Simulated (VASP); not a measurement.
# Li3H2 (P1) in VASP: further runs

The runs below take Li3H2 through relaxation of cell and atoms, with PBE.

Everything below comes from runs of VASP 6.6.1. Logs are shortened: lines on timing, memory, paths and dates and some standing lists are left out, and cuts for length are marked.

**1. The cell of the first run**

The typed cell holds 5 atoms: a = 3.670 Å, b = 3.699 Å, c = 4.931 Å, α = 94.89°, β = 104.47°, γ = 111.34°.

The cell was built from a structure type or drawn by symmetry, and may not be a known phase.

**2. Relaxation of cell and atoms, PBE**

The input, INCAR:

```
SYSTEM = Li3H2
PREC = Accurate
ENCUT = 600
EDIFF = 1E-6
ISMEAR = 0
SIGMA = 0.2
LREAL = .FALSE.
LASPH = .TRUE.
NELM = 100
ALGO = Normal
ISIF = 3
LWAVE = .FALSE.
LCHARG = .FALSE.
GGA = PE
IBRION = 2
NSW = 36
EDIFFG = -0.08
```

The input, KPOINTS:

```
regular mesh
0
G
  5 5 4
  0 0 0
```

The input, POSCAR:

```
Li3H2
1.0
    3.6697364200      0.0000000000      0.0000000000
   -1.3464597100      3.4456474800      0.0000000000
   -1.2320515800     -0.9331858000      4.6824969000
Li H
3 2
Direct
    0.3900911300      0.6731453000      0.5039580700
    0.6355458500      0.1015313000      0.2705181400
    0.9647841500      0.9130399300      0.9306450100
    0.0423702100      0.3039348500      0.7840947600
    0.2357811600      0.1861389500      0.3005978700
```

Potentials or basis: VASP PAW PBE potentials, release 64 (Li_sv, H).

The run is started by

```bash
$ cat potpaw_PBE.64/Li_sv/POTCAR potpaw_PBE.64/H/POTCAR > POTCAR
$ mpirun -np 1 vasp_std > vasp.out
```

OUTCAR:

```text
SYSTEM = Li3H2
   PREC = Accurate
   ENCUT = 600
   EDIFF = 1E-6
   ISMEAR = 0
   LREAL = .FALSE.
   LASPH = .TRUE.
   NELM = 100
   ISIF = 3
   GGA = PE
   IBRION = 2
   NSW = 36
   EDIFFG = -0.08

 ion  position               nearest neighbor table
   1  0.390  0.673  0.504-   2 2.11   3 2.40
   2  0.636  0.102  0.271-   5 1.65   1 2.11   3 2.42   3 2.49
   3  0.965  0.913  0.931-   4 1.64   1 2.40   2 2.42   2 2.49
   4  0.042  0.304  0.784-   3 1.64
   5  0.236  0.186  0.301-   2 1.65

  LATTYP: Found a triclinic cell.
 ALAT       =     3.6993837740
 B/A-ratio  =     1.8814433134
 C/A-ratio  =     2.0955487015
 COS(alpha) =     0.0086184521
 COS(beta)  =     0.3988640724
 COS(gamma) =     0.8711122114

  Lattice vectors:

 A1 = (  -1.3464597100,   3.4456474800,   0.0000000000)
 A2 = (   0.9768170000,   6.8912949600,   0.0000000000)
 A3 = (  -6.1074212600,   0.9331858000,  -4.6824969000)

Analysis of symmetry for initial positions (statically):
=====================================================================
 Subroutine PRICEL returns:
 Original cell was already a primitive cell.

 Routine SETGRP: Setting up the symmetry group for a
 triclinic supercell.

 Subroutine GETGRP returns: Found  1 space group operations
 (whereof  1 operations were pure point group operations)
 out of a pool of  2 trial point group operations.

The static configuration has the point symmetry C_1 .

Analysis of symmetry for dynamics (positions and initial velocities):
=====================================================================
 Subroutine PRICEL returns:
 Original cell was already a primitive cell.

 Routine SETGRP: Setting up the symmetry group for a
 triclinic supercell.

 Subroutine GETGRP returns: Found  1 space group operations
 (whereof  1 operations were pure point group operations)
 out of a pool of  2 trial point group operations.

The dynamic configuration has the point symmetry C_1 .

 Subroutine INISYM returns: Found  1 space group operations
 (whereof  1 operations are pure point group operations),
 and found     1 'primitive' translations

----------------------------------------------------------------------------------------

                                     Primitive cell

  volume of cell :      59.2084

  direct lattice vectors                    reciprocal lattice vectors
     3.669736420  0.000000000  0.000000000     0.272499135  0.106484807  0.092921172
    -1.346459710  3.445647480  0.000000000     0.000000000  0.290221216  0.057838867
    -1.232051580 -0.933185800  4.682496900     0.000000000  0.000000000  0.213561273

  length of vectors
     3.669736420  3.699383774  4.930980030     0.306967648  0.295928519  0.213561273

  position of ions in fractional coordinates (direct lattice)
     0.390091130  0.673145300  0.503958070
     0.635545850  0.101531300  0.270518140
     0.964784150  0.913039930  0.930645010
     0.042370210  0.303934850  0.784094760
     0.235781160  0.186138950  0.300597870

  ion indices of the primitive-cell ions
   primitive index   ion index
                 1           1
                 2           2
                 3           3
                 4           4
                 5           5

----------------------------------------------------------------------------------------

 KPOINTS: regular mesh

Automatic generation of k-mesh.
 Grid dimensions read from file:
 generate k-points for:    5    5    4

 Generating k-lattice:

  Cartesian coordinates                     Fractional coordinates (reciprocal lattice)
     0.054499827  0.021296961  0.018584234     0.200000000  0.000000000  0.000000000
     0.000000000  0.058044243  0.011567773     0.000000000  0.200000000  0.000000000
     0.000000000  0.000000000  0.053390318     0.000000000  0.000000000  0.250000000

  Length of vectors
     0.061393530  0.059185704  0.053390318

  Shift w.r.t. Gamma in fractional coordinates (k-lattice)
     0.000000000  0.000000000  0.000000000

 Subroutine IBZKPT returns following result:
 ===========================================

 Found     51 irreducible k-points:

 Following reciprocal coordinates:
            Coordinates               Weight
  0.000000  0.000000  0.000000      1.000000
  0.200000 -0.000000 -0.000000      2.000000
  0.400000  0.000000 -0.000000      2.000000
  0.000000  0.200000 -0.000000      2.000000
  0.200000  0.200000  0.000000      2.000000
  0.400000  0.200000 -0.000000      2.000000
[... 16 lines left out ...]
 -0.200000  0.200000  0.250000      2.000000
  0.000000  0.400000  0.250000      2.000000
 [... further k-points ...]
   k-points           NKPTS =     51   k-points in BZ     NKDIM =     51   number of bands    NBANDS=      9
   number of dos      NEDOS =    301   number of ions     NIONS =      5
   total plane-waves  NPLWV =  36000
   dimension x,y,z NGX =    30 NGY =   30 NGZ =   40
   dimension x,y,z NGXF=    60 NGYF=   60 NGZF=   80
   ions per type =               3   2
   NGX,Y,Z   is equivalent  to a cutoff of  13.59, 13.48, 13.49 a.u.
   NGXF,Y,Z  is equivalent  to a cutoff of  27.18, 26.96, 26.97 a.u.
 SYSTEM =  Li3H2
   PREC   = accura    normal or accurate (medium, high low for compatibility)
   ISTART =      0    job   : 0-new  1-cont  2-samecut
   ICHARG =      2    charge: 1-file 2-atom 10-const
   ISPIN  =      1    spin polarized calculation?
   LNONCOLLINEAR =      F non collinear calculations
   LSORBIT =      F    spin-orbit coupling
   LASPH  =      T    aspherical Exc in radial PAW
   ENCUT  =  600.0 eV  44.10 Ry    6.64 a.u.   7.33  7.39  9.85*2*pi/ulx,y,z
   NELM   =    100;   NELMIN=  2; NELMDL= -5     # of ELM steps
   EDIFF  = 0.1E-05   stopping-criterion for ELM
   LREAL  =      F    real-space projection
   EDIFFG = -.8E-01   stopping-criterion for IOM
   NSW    =     36    number of steps for IOM
   IBRION =      2    ionic relax: 0-MD 1-quasi-New 2-CG
   NFREE  =      1    steps in history (QN), initial steepest desc. (CG)
   ISIF   =      3    stress and relaxation
   ISYM   =      2    0-nonsym 1-usesym 2-fastsym
   POTIM  = 0.5000    time-step for ionic-motion
   TEBEG  =    0.0;   TEEND  =   0.0 temperature during run
   PSTRESS=    0.0 pullay stress
   NELECT =      11.0000    total number of electrons
   NUPDOWN=      -1.0000    fix difference up-down
   EMIN   =  10.00;   EMAX   =-10.00  energy-range for DOS
   EFERMI =   0.00;   METHOD = LEGACY
   ISMEAR =     0;   SIGMA  =   0.20  broadening in eV -4-tet -1-fermi 0-gaus
   EFERMI_NEDOS =   21; number of points for ismear=-14 and -15
   IALGO  =     38    algorithm
   IMIX   =      4    mixing-type and parameters
     AMIX     =   0.40;   BMIX     =  1.00
     AMIX_MAG =   1.60;   BMIX_MAG =  1.00
  volume/ion in A,a.u.               =      11.84        79.91
  Fermi-wavevector in a.u.,A,eV,Ry     =   0.934139  1.765266 11.872647  0.872615
  Thomas-Fermi vector in A             =   2.060913
   LORBIT       =      0    0 simple, 1 ext, 2 COOP (PROOUT), +10 PAW based schemes
   GGA     = PE    functional components
   LHFCALC =     F    Hartree Fock is set to
   AEXX    =    0.0000 exact exchange contribution
   IVDW    =     0    specifies the selected vdW correction
   LEPSILON=     F    determine dielectric tensor
   LRPA    =     F    only Hartree local field effects (RPA)
 conjugate gradient relaxation of ions
 non-spin polarized calculation
 Gauss-broadening in eV      SIGMA  =   0.20
  energy-cutoff  :      600.00
  volume of cell :       59.21
 maximum number of plane-waves:      1993
 NGX is ok and might be reduce to    30

--------------------------------------- Ionic step        1  -------------------------------------------

 number of electron      10.9999998 magnetization

 Free energy of the ion-electron system (eV)
  ---------------------------------------------------
  ext. energy  EPLUGINS =         0.00000000
  ---------------------------------------------------
  free energy    TOTEN  =       -11.68564244 eV

  energy without entropy =      -11.66663033  energy(sigma->0) =      -11.67613639

------------------------ aborting loop because EDIFF is reached ----------------------------------------

  FORCE on cell =-STRESS in cart. coord.  units (eV):
  Direction    XX          YY          ZZ          XY          YZ          ZX
  --------------------------------------------------------------------------------------
  -------------------------------------------------------------------------------------
  Total        1.2227604     -0.1286423      1.3724523      1.3655026     -1.0600358      0.0880057
  in kB       33.0878632     -3.4810567     37.1385235     36.9504633    -28.6845395      2.3814311
  external PRESSURE =      22.2484433 kB  Pullay stress =       0.0000000 kB
[... 98 lines left out ...]
  FREE ENERGIE OF THE ION-ELECTRON SYSTEM (eV)
  ---------------------------------------------------
  free  energy   TOTEN  =       -12.4641308679 eV

  energy  without entropy=      -12.4423098216  energy(sigma->0) =      -12.45322034

 E-fermi :   1.8966     XC(G=0):  -8.0770

 val. band max:        1.8887154921   @ k =  -0.2000   0.2000  -0.0000
 cond. band min:       2.0040553336   @ k =   0.0000   0.0000   0.5000
 fundamental gap:      0.1153398415
 Fermi energy:         1.8965790921

 k-point     1 :       0.0000    0.0000    0.0000
  band No.  band energies     occupation
      1     -44.8345      2.00000
      2     -44.6148      2.00000
      3     -44.3735      2.00000
      4      -5.0110      2.00000
      5      -1.5273      2.00000
      6       2.5806      0.00000
      7       4.2190      0.00000
      8       4.7052      0.00000
      9       7.1378      0.00000
[... 265 lines left out ...]
 k-point    24 :       0.0000    0.4000    0.2500
  band No.  band energies     occupation
      1     -44.8209      2.00000
      2     -44.6022      2.00000
      3     -44.3614      2.00000
      4      -3.2847      2.00000
      5      -0.8606      2.00000
      6       2.7463      0.00000
      7       3.9154      0.00000
      8       5.6896      0.00000
      9       6.5463      0.00000

 [... further k-points ...]

[... ionic steps 4 to 17 ...]

--------------------------------------- Ionic step       18  -------------------------------------------

 number of electron      10.9999999 magnetization

------------------------ aborting loop because EDIFF is reached ----------------------------------------

  FORCE on cell =-STRESS in cart. coord.  units (eV):
  Direction    XX          YY          ZZ          XY          YZ          ZX
  --------------------------------------------------------------------------------------
  -------------------------------------------------------------------------------------
  Total        0.1319575     -0.1145685      0.2392011     -0.0678758     -0.0661348      0.0253673
  in kB        4.3427541     -3.7704790      7.8721703     -2.2338090     -2.1765144      0.8348458
  external PRESSURE =       2.8148152 kB  Pullay stress =       0.0000000 kB
[... 63 lines left out ...]
  energy  without entropy=      -13.8699735108  energy(sigma->0) =      -13.87450618

--------------------------------------- Ionic step       20  -------------------------------------------

 number of electron      10.9999996 magnetization

 Free energy of the ion-electron system (eV)
  ---------------------------------------------------
  ext. energy  EPLUGINS =         0.00000000
  ---------------------------------------------------
  free energy    TOTEN  =       -13.88256738 eV

  energy without entropy =      -13.87333178  energy(sigma->0) =      -13.87794958

 E-fermi :   2.1088     XC(G=0):  -8.1631

 val. band max:        2.0593143031   @ k =  -0.2000   0.2000  -0.0000
 cond. band min:       2.1204845635   @ k =   0.0000   0.4000   0.5000
 fundamental gap:      0.0611702604
 Fermi energy:         2.1087952843

 k-point     1 :       0.0000    0.0000    0.0000
  band No.  band energies     occupation
      1     -44.5638      2.00000
      2     -44.4402      2.00000
      3     -44.3954      2.00000
      4      -5.0738      2.00000
      5      -1.7507      2.00000
      6       2.7352      0.00001
      7       4.2465      0.00000
      8       5.3858      0.00000
      9       7.0704      0.00000
[... 308 lines left out ...]
  FREE ENERGIE OF THE ION-ELECTRON SYSTEM (eV)
  ---------------------------------------------------
  free  energy   TOTEN  =       -13.8825673759 eV

  energy  without entropy=      -13.8733317804  energy(sigma->0) =      -13.87794958

 reached required accuracy - stopping structural energy minimisation
```

It took 6.4 min on 1 thread of Intel Xeon Platinum 8259CL at 2.50GHz (Skylake/Cascade Lake), shared host; peak memory 0.19 GiB.

Results:

```yaml
Free_energy: -13.8826 eV
Relaxed_volume: 9.85 Å³/atom
Relaxed_cell: a = 4.064 Å, b = 2.797 Å, c = 4.977 Å, α = 74.41°, β = 114.69°, γ = 91.27°
Space_group_after_relaxing_to_0.1_Å: P-1 (No. 2)
Energy_gained_by_relaxing: 439.4 meV/atom
Ionic_steps: 20
Pressure_after_relaxing: 0.0 GPa
Largest_force_after_relaxing: 0.044 eV/Å
Band_gap_on_the_k_mesh: zero (an odd number of electrons rules out a gap without spin polarisation)
```

Forces in eV/Å, atoms in the order of the input:
```
Li   0.006  0.031 -0.016
Li   0.010  0.014  0.001
Li   0.037 -0.014 -0.014
H   -0.020 -0.030  0.025
H   -0.032 -0.001  0.003
```

Stress tensor (GPa, compression positive):
```
-0.13  0.00  0.01
 0.00  0.08 -0.03
 0.01 -0.03 -0.04
```

Step by step:
```
step  energy change (eV)  largest force (eV/Å)  pressure (GPa)  volume (Å³)
   1              0.0000                1.6030            2.22        59.21
   2             -0.3689                1.0486            0.78        60.61
   3             -0.7785                0.6370           -0.89        63.68
   4             -0.8165                0.7067           -1.04        64.71
   5             -1.0678                0.5358           -1.46        64.18
   6             -1.4042                0.4571           -1.78        62.42
   7             -1.4396                0.5769           -1.68        61.48
   8             -1.6367                0.4256           -1.20        58.10
   9             -1.7106                0.4523           -0.25        55.32
  10             -1.7128                0.5169           -0.01        54.81
  11             -1.8052                0.3831            0.02        53.66
  12             -1.8460                0.6693            0.30        52.27
  13             -1.9147                0.5249           -0.02        51.88
  14             -1.9956                0.6440           -0.51        50.48
  15             -1.9977                0.5879           -0.49        50.72
  16             -2.0624                0.5041           -0.37        50.13
  17             -2.1597                0.1711            0.43        48.31
  18             -2.1885                0.1035            0.28        48.68
  19             -2.1934                0.1027            0.24        48.89
  20             -2.1969                0.0444           -0.03        49.25
```

Final structure:
```
CELL_PARAMETERS angstrom
3.95531 0.91878 -0.17325
-0.65141 2.64823 0.62184
-1.90330 -0.13516 4.59631
ATOMIC_POSITIONS crystal
Li 0.36953 0.51857 0.59323
Li 0.73432 0.14627 0.32397
Li 0.05047 0.84057 0.95835
H 0.89076 0.50858 0.62369
H 0.22349 0.16381 0.29057
```

Caveat: the k points lie up to 0.47 Å⁻¹ apart in the final cell, too coarse for converged energies and pressures of a metal; the cutoff is under 1.25 times the usual one of these potentials, so pressure, stress and relaxed cells hold a basis-set (Pulay) error; the volume moved by over 15 % at a fixed basis, so the end points are rough; the relaxation stopped at a loose force limit of 0.08 eV/Å, so its end isn't a converged minimum.

**3. Relaxation of cell and atoms, PBE**

This run uses another cell than the first one: it holds 10 atoms, not 5.

The input, INCAR:

```
PREC = Accurate
ENCUT = 600
EDIFF = 1E-6
ISMEAR = 0
SIGMA = 0.2
LREAL = False
LASPH = True
NELM = 100
ALGO = Normal
ISIF = 3
LWAVE = False
LCHARG = False
GGA = PE
IBRION = 2
NSW = 80
EDIFFG = -0.025
```

The input, KPOINTS:

```
Automatic mesh
0
Gamma
  4 4 4
```

The input, POSCAR:

```
Li3H2
1.0
   -0.1186389787     -0.0058485649     -4.7153451662
    4.6849693203     -2.8729148521      0.1118364270
   -4.7024038309     -2.9020633620     -0.1186320107
Li H
6 4
Direct
    0.4851231322      0.2307897932      0.2409384210
    1.0137298564      0.8269382292      0.8226834170
    0.4336411375      0.8189450163      0.4545400169
    0.9361093897      0.1846810083      0.5477984879
    0.9039588957      0.5036088525      0.1312987603
    0.3981876424      0.4323519465      0.8327962533
    0.5401777352      0.1791525524      0.4899372568
    0.0873084014      0.8128383496      0.4892210684
    0.0741497437      0.4875535341      0.8421193149
    0.5728141457      0.5231407179      0.1486670035
```

Potentials or basis: VASP PAW PBE potentials, release 64 (Li_sv, H).

The run is started by

```bash
$ cat potpaw_PBE.64/Li_sv/POTCAR potpaw_PBE.64/H/POTCAR > POTCAR
$ mpirun -np 1 vasp_std > vasp.out
```

Wall time 18 min (1 thread of Intel Xeon 8259CL, shared host); peak memory 0.33 GiB.

Results (log left out):

- Free energy: -27.4885 eV
- Relaxed volume: 12.60 Å³/atom
- Relaxed cell: a = 4.799 Å, b = 5.457 Å, c = 5.451 Å, α = 118.04°, β = 90.03°, γ = 89.87°
- Space group after relaxing (to 0.1 Å): Cmc2_1 (No. 36)
- Energy gained by relaxing: 62.5 meV/atom
- Ionic steps: 15
- Pressure after relaxing: 0.0 GPa
- Largest force after relaxing: 0.022 eV/Å
- Band gap on the k mesh: zero (bands 11 and 12 overlap by 1.38 eV)

Forces on the atoms (eV/Å):
```
Li   0.004  0.009  0.005
Li  -0.008 -0.005  0.008
Li  -0.019 -0.012  0.001
Li  -0.008 -0.006  0.005
Li  -0.002  0.005  0.000
Li   0.011 -0.007  0.003
H    0.001  0.008 -0.013
H    0.006  0.010 -0.011
H    0.011  0.009  0.005
H    0.004 -0.009 -0.003
```

The path:
```
step  energy change (eV)  largest force (eV/Å)  pressure (GPa)  volume (Å³)
   1              0.0000                1.1681            1.06       127.73
   2             -0.3404                0.6571            0.05       129.27
   3             -0.4683                0.3881           -0.61       131.30
   4             -0.4686                0.3932           -0.60       131.22
   5             -0.5132                0.2816           -0.51       130.23
   6             -0.5732                0.1600           -0.11       127.24
   7             -0.5914                0.1210           -0.02       126.59
   8             -0.6023                0.1251            0.16       125.56
   9             -0.6109                0.1025            0.09       125.85
  10             -0.6158                0.0811            0.00       126.29
  11             -0.6204                0.0468           -0.04       126.47
  12             -0.6213                0.0528           -0.06       126.58
  13             -0.6233                0.0391           -0.02       126.30
  14             -0.6237                0.0391            0.00       126.13
  15             -0.6247                0.0224            0.01       126.00
```

Final structure:
```
Li H
1.0
     0.00577   -0.00570   -4.79885
     4.67722   -2.81116   -0.00302
    -4.67501   -2.80372    0.00068
Li H
6 4
Direct
  0.48633 0.20288 0.20330
  0.98873 0.79921 0.79929
  0.43336 0.84442 0.45867
  0.93469 0.15615 0.53568
  0.93418 0.53735 0.15627
  0.43402 0.46034 0.84473
  0.55829 0.18501 0.52128
  0.05775 0.81588 0.48016
  0.05895 0.47918 0.81604
  0.55889 0.51958 0.18458
```

Levels at points of the mesh, in eV from the Fermi level:
```csv
k point,band 7,band 8,band 9,band 10,band 11,band 12,band 13,band 14,band 15,band 16
"(0.00, 0.00, 0.00)",-6.06,-3.91,-3.67,-3.60,0.68,0.79,1.03,1.38,2.67,4.65
"(0.50, 0.00, 0.00)",-5.14,-5.13,-3.85,-3.82,0.93,0.97,2.36,2.38,2.54,2.57
"(0.00, 0.50, 0.00)",-5.43,-5.03,-3.62,-3.56,-0.38,0.54,2.23,2.36,3.59,4.95
"(0.50, 0.50, 0.00)",-4.71,-4.70,-4.34,-4.33,-0.35,-0.33,2.39,2.42,4.53,4.55
"(0.00, 0.00, 0.50)",-5.43,-5.03,-3.62,-3.56,-0.38,0.53,2.23,2.37,3.60,4.94
"(0.50, 0.00, 0.50)",-4.71,-4.70,-4.35,-4.33,-0.35,-0.33,2.39,2.40,4.53,4.54
"(0.00, 0.50, 0.50)",-5.52,-4.80,-3.90,-3.34,-1.32,2.18,2.29,2.66,3.01,4.20
"(0.50, 0.50, 0.50)",-4.70,-4.69,-4.35,-4.32,-0.43,-0.42,2.33,2.35,4.45,4.46
```

Caveat: the cutoff is under 1.25 times the usual one of these potentials, so pressure, stress and relaxed cells hold a basis-set (Pulay) error.
